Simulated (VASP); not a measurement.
# SiC (P1) in VASP: further runs

Runs on SiC. Level: PBE. Tasks: single point.

Everything below comes from runs of VASP 6.6.1. Logs are shortened: lines on timing, memory, paths and dates and some standing lists are left out, and cuts for length are marked.

## (1) The cell of the first run

The typed cell holds 4 atoms: a = 3.122 Å, b = 3.157 Å, c = 4.529 Å, α = 85.63°, β = 92.92°, γ = 117.91°.

## (2) Single point, PBE (atoms moved at random and the cell strained at random)

Input file INCAR:

```
  PREC = Accurate
  ENCUT = 520
  EDIFF = 1E-7
  ISMEAR = 0
  SIGMA = 0.05
  LREAL = False
  LASPH = True
  NELM = 80
  ALGO = Normal
  ISIF = 2
  LWAVE = False
  LCHARG = False
  GGA = PE
  NBANDS = 16
```

Input file KPOINTS:

```
Automatic mesh
0
Gamma
  12 12 6
```

Input file POSCAR:

```
SiC
1.0
    3.1207250754      0.0481463400     -0.0753518154
   -1.5186665841      2.7657410843      0.1124573485
   -0.1236593582      0.1417086841      4.5251278395
Si C
2 2
Direct
    0.2695173261      0.6795657912      0.0080146526
    0.7149148361      0.3318074763      0.5085708075
    0.3252506002      0.6498237119      0.3623784795
    0.6903172376      0.3388030206      0.8910360604
```

Potentials or basis: VASP PAW PBE potentials, release 64 (Si, C).

Run with:

```sh
$ cat potpaw_PBE.64/Si/POTCAR potpaw_PBE.64/C/POTCAR > POTCAR
$ mpirun -np 1 vasp_std > vasp.out
```

OUTCAR:

```text
PREC = Accurate
   ENCUT = 520
   EDIFF = 1E-7
   ISMEAR = 0
   LREAL = False
   LASPH = True
   NELM = 80
   ISIF = 2
   GGA = PE

 ion  position               nearest neighbor table
   1  0.270  0.680  0.008-   3 1.61   4 1.70   4 1.92   4 2.16   2 2.74   2 2.75   2 2.87   2 3.00
                             2 3.00
   2  0.715  0.332  0.509-   4 1.74   3 1.82   3 1.97   3 2.06   1 2.74   1 2.75   1 2.87   1 3.00
                             1 3.00
   3  0.325  0.650  0.362-   1 1.61   2 1.82   2 1.97   2 2.06
   4  0.690  0.339  0.891-   1 1.70   2 1.74   1 1.92   1 2.16

  LATTYP: Found a triclinic cell.
 ALAT       =     3.1220059197
 B/A-ratio  =     2.1686304574
 C/A-ratio  =     1.0372173403
 COS(alpha) =     0.0067118866
 COS(beta)  =     0.5076588808
 COS(gamma) =     0.6453712256

  Lattice vectors:

 A1 = (  -3.1207250754,  -0.0481463400,   0.0753518154)
 A2 = (  -4.5157323013,   2.5758860602,  -4.3373186756)
 A3 = (  -1.6020584913,  -2.8138874243,  -0.0371055331)

Analysis of symmetry for initial positions (statically):
=====================================================================
 Subroutine PRICEL returns:
 Original cell was already a primitive cell.

 Routine SETGRP: Setting up the symmetry group for a
 triclinic supercell.

 Subroutine GETGRP returns: Found  1 space group operations
 (whereof  1 operations were pure point group operations)
 out of a pool of  2 trial point group operations.

The static configuration has the point symmetry C_1 .

Analysis of symmetry for dynamics (positions and initial velocities):
=====================================================================
 Subroutine PRICEL returns:
 Original cell was already a primitive cell.

 Routine SETGRP: Setting up the symmetry group for a
 triclinic supercell.

 Subroutine GETGRP returns: Found  1 space group operations
 (whereof  1 operations were pure point group operations)
 out of a pool of  2 trial point group operations.

The dynamic configuration has the point symmetry C_1 .

 Subroutine INISYM returns: Found  1 space group operations
 (whereof  1 operations are pure point group operations),
 and found     1 'primitive' translations

----------------------------------------------------------------------------------------

                                     Primitive cell

  volume of cell :      39.3278

  direct lattice vectors                    reciprocal lattice vectors
     3.120725075  0.048146340 -0.075351815     0.317825774  0.174386821  0.003224219
    -1.518666584  2.765741084  0.112457348    -0.005811315  0.358839134 -0.011396196
    -0.123659358  0.141708684  4.525127839     0.005436813 -0.006013915  0.221325137

  length of vectors
     3.122005920  3.157264416  4.529034660     0.362538800  0.359067082  0.221473570

  position of ions in fractional coordinates (direct lattice)
     0.269517326  0.679565791  0.008014653
     0.714914836  0.331807476  0.508570807
     0.325250600  0.649823712  0.362378480
     0.690317238  0.338803021  0.891036060

  ion indices of the primitive-cell ions
   primitive index   ion index
                 1           1
                 2           2
                 3           3
                 4           4

----------------------------------------------------------------------------------------

 KPOINTS: Automatic mesh

Automatic generation of k-mesh.
 Grid dimensions read from file:
 generate k-points for:   12   12    6

 Generating k-lattice:

  Cartesian coordinates                     Fractional coordinates (reciprocal lattice)
     0.026485481  0.014532235  0.000268685     0.083333333  0.000000000 -0.000000000
    -0.000484276  0.029903261 -0.000949683     0.000000000  0.083333333 -0.000000000
     0.000906136 -0.001002319  0.036887523     0.000000000  0.000000000  0.166666667

  Length of vectors
     0.030211567  0.029922257  0.036912262

  Shift w.r.t. Gamma in fractional coordinates (k-lattice)
     0.000000000  0.000000000  0.000000000

 Subroutine IBZKPT returns following result:
 ===========================================

 Found    436 irreducible k-points:

 Following reciprocal coordinates:
            Coordinates               Weight
  0.000000  0.000000  0.000000      1.000000
  0.083333  0.000000 -0.000000      2.000000
  0.166667  0.000000 -0.000000      2.000000
  0.250000  0.000000 -0.000000      2.000000
  0.333333 -0.000000 -0.000000      2.000000
  0.416667  0.000000 -0.000000      2.000000
[... 16 lines left out ...]
  0.250000  0.166667  0.000000      2.000000
  0.333333  0.166667  0.000000      2.000000
 [... further k-points ...]
   k-points           NKPTS =    436   k-points in BZ     NKDIM =    436   number of bands    NBANDS=     16
   number of dos      NEDOS =    301   number of ions     NIONS =      4
   total plane-waves  NPLWV =  20736
   dimension x,y,z NGX =    24 NGY =   24 NGZ =   36
   dimension x,y,z NGXF=    48 NGYF=   48 NGZF=   72
   ions per type =               2   2
   NGX,Y,Z   is equivalent  to a cutoff of  12.78, 12.64, 13.21 a.u.
   NGXF,Y,Z  is equivalent  to a cutoff of  25.56, 25.27, 26.43 a.u.
 SYSTEM =  unknown system
   PREC   = accura    normal or accurate (medium, high low for compatibility)
   ISTART =      0    job   : 0-new  1-cont  2-samecut
   ICHARG =      2    charge: 1-file 2-atom 10-const
   ISPIN  =      1    spin polarized calculation?
   LNONCOLLINEAR =      F non collinear calculations
   LSORBIT =      F    spin-orbit coupling
   LASPH  =      T    aspherical Exc in radial PAW
   ENCUT  =  520.0 eV  38.22 Ry    6.18 a.u.   5.80  5.87  8.42*2*pi/ulx,y,z
   NELM   =     80;   NELMIN=  2; NELMDL= -5     # of ELM steps
   EDIFF  = 0.1E-06   stopping-criterion for ELM
   LREAL  =      F    real-space projection
   EDIFFG = 0.1E-05   stopping-criterion for IOM
   NSW    =      0    number of steps for IOM
   IBRION =     -1    ionic relax: 0-MD 1-quasi-New 2-CG
   NFREE  =      0    steps in history (QN), initial steepest desc. (CG)
   ISIF   =      2    stress and relaxation
   ISYM   =      2    0-nonsym 1-usesym 2-fastsym
   POTIM  = 0.5000    time-step for ionic-motion
   TEBEG  =    0.0;   TEEND  =   0.0 temperature during run
   PSTRESS=    0.0 pullay stress
   NELECT =      16.0000    total number of electrons
   NUPDOWN=      -1.0000    fix difference up-down
   EMIN   =  10.00;   EMAX   =-10.00  energy-range for DOS
   EFERMI =   0.00;   METHOD = LEGACY
   ISMEAR =     0;   SIGMA  =   0.05  broadening in eV -4-tet -1-fermi 0-gaus
   EFERMI_NEDOS =   21; number of points for ismear=-14 and -15
   IALGO  =     38    algorithm
   IMIX   =      4    mixing-type and parameters
     AMIX     =   0.40;   BMIX     =  1.00
     AMIX_MAG =   1.60;   BMIX_MAG =  1.00
  volume/ion in A,a.u.               =       9.83        66.35
  Fermi-wavevector in a.u.,A,eV,Ry     =   1.213058  2.292347 20.021101  1.471509
  Thomas-Fermi vector in A             =   2.348522
   LORBIT       =      0    0 simple, 1 ext, 2 COOP (PROOUT), +10 PAW based schemes
   GGA     = PE    functional components
   LHFCALC =     F    Hartree Fock is set to
   AEXX    =    0.0000 exact exchange contribution
   IVDW    =     0    specifies the selected vdW correction
   LEPSILON=     F    determine dielectric tensor
   LRPA    =     F    only Hartree local field effects (RPA)
 non-spin polarized calculation
 Gauss-broadening in eV      SIGMA  =   0.05
  energy-cutoff  :      520.00
  volume of cell :       39.33
 maximum number of plane-waves:      1074
   NGX = 11   NGY = 11   NGZ = 17

 number of electron      16.0000000 magnetization

 Free energy of the ion-electron system (eV)
  ---------------------------------------------------
  ext. energy  EPLUGINS =         0.00000000
  ---------------------------------------------------
  free energy    TOTEN  =       -27.47450975 eV

  energy without entropy =      -27.47450975  energy(sigma->0) =      -27.47450975

 E-fermi :   9.5244     XC(G=0): -11.5538

 val. band max:        9.3218471057   @ k =   0.0833   0.0833   0.0000
 cond. band min:       9.7638313306   @ k =   0.5000   0.5000   0.0000
 fundamental gap:      0.4419842250
 Fermi energy:         9.5243516742

 k-point     1 :       0.0000    0.0000    0.0000
  band No.  band energies     occupation
      1      -7.2678      2.00000
      2      -2.3434      2.00000
      3       0.1818      2.00000
      4       5.5986      2.00000
      5       7.4290      2.00000
      6       8.1754      2.00000
[... 8 lines left out ...]
     15      18.9570      0.00000
     16      19.6248      0.00000

 k-point     2 :       0.0833    0.0000   -0.0000
  band No.  band energies     occupation
      1      -7.1557      2.00000
      2      -2.2719      2.00000
      3       0.2875      2.00000
      4       5.0818      2.00000
      5       7.0539      2.00000
      6       7.8073      2.00000
[... 8 lines left out ...]
     15      18.8935      0.00000
     16      19.9993      0.00000

 k-point     3 :       0.1667    0.0000   -0.0000
  band No.  band energies     occupation
      1      -6.8215      2.00000
      2      -2.0785      2.00000
      3       0.5973      2.00000
      4       3.9031      2.00000
      5       6.3025      2.00000
      6       6.9834      2.00000
[... 8 lines left out ...]
     15      18.8216      0.00000
     16      19.9775      0.00000

 k-point     4 :       0.2500    0.0000   -0.0000
  band No.  band energies     occupation
      1      -6.2725      2.00000
      2      -1.8566      2.00000
      3       1.0665      2.00000
      4       2.6617      2.00000
      5       5.3652      2.00000
      6       6.1643      2.00000
[... 8 lines left out ...]
     15      19.2809      0.00000
     16      19.9457      0.00000
[... 324 lines left out ...]
 k-point    22 :       0.1667    0.1667    0.0000
  band No.  band energies     occupation
      1      -6.0070      2.00000
      2      -1.7742      2.00000
      3       1.2243      2.00000
      4       2.5637      2.00000
      5       4.2868      2.00000
      6       5.9630      2.00000
[... 8 lines left out ...]
     15      19.8341      0.00000
     16      20.7886      0.00000

 k-point    23 :       0.2500    0.1667    0.0000
  band No.  band energies     occupation
      1      -5.2872      2.00000
      2      -1.8507      2.00000
      3       1.4722      2.00000
      4       2.4880      2.00000
      5       3.4223      2.00000
      6       5.0954      2.00000
[... 8 lines left out ...]
     15      20.0576      0.00000
     16      21.6562      0.00000

 k-point    24 :       0.3333    0.1667    0.0000
  band No.  band energies     occupation
      1      -4.4044      2.00000
      2      -2.4057      2.00000
      3       1.6893      2.00000
      4       2.7186      2.00000
      5       3.2218      2.00000
      6       4.3163      2.00000
[... 8 lines left out ...]
     15      20.6661      0.00000
     16      22.3025      0.00000

 [... further k-points ...]
[... 5 lines left out ...]
  --------------------------------------------------------------------------------------
  -------------------------------------------------------------------------------------
  Total        1.2615739     -2.6543088     24.7219098      2.0026723     -1.2844873      2.7653524
  in kB       51.3952973   -108.1339648   1007.1466051     81.5869256    -52.3287668    112.6577742
  external PRESSURE =     316.8026459 kB  Pullay stress =       0.0000000 kB

 VOLUME and BASIS-vectors are now :
 -----------------------------------------------------------------------------
  energy-cutoff  :      520.00
  volume of cell :       39.33
      direct lattice vectors                 reciprocal lattice vectors
     3.120725075  0.048146340 -0.075351815     0.317825774  0.174386821  0.003224219
    -1.518666584  2.765741084  0.112457348    -0.005811315  0.358839134 -0.011396196
    -0.123659358  0.141708684  4.525127839     0.005436813 -0.006013915  0.221325137

 POSITION                                       TOTAL-FORCE (eV/Angst)
 -----------------------------------------------------------------------------------
     -0.19194      1.89362      0.09238         4.100928      1.699503     -5.328569
      1.66426      1.02418      2.28479        -2.166114     -0.968981     -2.481860
     -0.01666      1.86426      1.68838         1.947609      0.984579      7.990305
      1.52958      1.09655      4.01814        -3.882424     -1.715102     -0.179876
 -----------------------------------------------------------------------------------
    total drift:                               -0.000267     -0.000113      0.000370

  FREE ENERGIE OF THE ION-ELECTRON SYSTEM (eV)
  ---------------------------------------------------
  free  energy   TOTEN  =       -27.4745097473 eV

  energy  without entropy=      -27.4745097473  energy(sigma->0) =      -27.47450975
```

It took 4.6 min on 1 thread of Intel Xeon 8259CL, shared host; peak memory 0.33 GiB.

What came out:

- Free energy: -27.4745 eV
- Pressure: 31.7 GPa
- Largest force: 8.283 eV/Å
- Band gap on the k mesh: 0.44 eV (least direct gap 2.17 eV)

Forces on the atoms (eV/Å):
```
Si   4.101  1.700 -5.329
Si  -2.166 -0.969 -2.482
C    1.948  0.985  7.990
C   -3.882 -1.715 -0.180
```

Caveat: the cell differs from its parent crystal (atoms moved at random and the cell strained at random); the stress differs along the axes, from -11 to 101 GPa; semilocal functionals underestimate gaps, and a narrow one can read as zero; forces of over 1 eV/Å act on the atoms, so gaps and moduli don't describe the material at rest.

(Part 1 of 2 ends here.)
